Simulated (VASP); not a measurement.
Crystal: Al2Co.

```
Al Co
1.0
     0.00000    3.43272    3.43272
     3.43272    0.00000    3.43272
     3.43272    3.43272    0.00000
Al Co
4 2
Direct
  0.62500 0.62500 0.62500
  0.12500 0.62500 0.62500
  0.62500 0.62500 0.12500
  0.62500 0.12500 0.62500
  0.00000 0.00000 0.00000
  0.25000 0.25000 0.25000
```

- Program: VASP 6.6.1
- Task: relaxation of cell and atoms
- Functional: PBE
- Potentials or basis: VASP PAW PBE potentials, release 64 (Al, Co)
- Cutoff: 600 eV
- k mesh: 4 × 4 × 4
- Occupations: gaussian, width 0.1 eV
- Spin: no spin polarisation

At the start: pressure 9.0 GPa; volume 13.48 Å³/atom.

Task: Where does the relaxation end?

Result: Over 5 steps the energy falls by 310.0 meV/atom and the volume is 14.01 Å³/atom (+3.9 %); space group Fd-3m (No. 227, to 0.05 Å).

The path:
```tsv
step	energy change (eV)	largest force (eV/Å)	pressure (GPa)	volume (Å³)
1	0.0000	0.0000	8.96	80.90
2	-0.8528	0.0000	-5.03	90.06
3	-1.7413	0.0000	-6.27	89.48
4	-1.8471	0.0000	-2.29	85.66
5	-1.8599	0.0000	-0.31	84.09
```

Final structure:
```
Al Co
1.0
     0.00000    3.47723    3.47723
     3.47723    0.00000    3.47723
     3.47723    3.47723    0.00000
Al Co
4 2
Direct
  0.62500 0.62500 0.62500
  0.12500 0.62500 0.62500
  0.62500 0.62500 0.12500
  0.62500 0.12500 0.62500
  0.00000 0.00000 0.00000
  0.25000 0.25000 0.25000
```

Caveat: the k points lie up to 0.39 Å⁻¹ apart in the final cell.
